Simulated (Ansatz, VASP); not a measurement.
**K2Ir: VASP beside Ansatz**

```xyz
3
Lattice="0.0000 3.7916 3.7916 3.7916 0.0000 3.7916 3.7916 3.7916 0.0000" Properties=species:S:1:pos:R:3 pbc="T T T"
Ir    0.0000    0.0000    0.0000
K     1.8958    1.8958    1.8958
K     5.6874    5.6874    5.6874
```

Alike in both runs: task single point; functional PBEsol; k mesh 8 × 8 × 8; occupations fermi-dirac, width 0.05 eV; no spin polarisation.

```csv
,VASP,Ansatz
version,VASP 6.6.1,Ansatz 0.2.0
potentials or method,"VASP PAW PBE potentials, release 64 (Ir, K_sv), cutoff 520 eV","all-electron LAPW, scalar-relativistic"
```

|  | VASP | Ansatz | Ansatz less VASP |
| --- | --- | --- | --- |
| pressure (GPa) | 0.0 | 0.0 | -0.04 |

VASP's potentials were made for PBE, not for PBEsol. Ansatz ran all-electron here, and VASP with PAW potentials.

Spin-orbit coupling is off throughout.
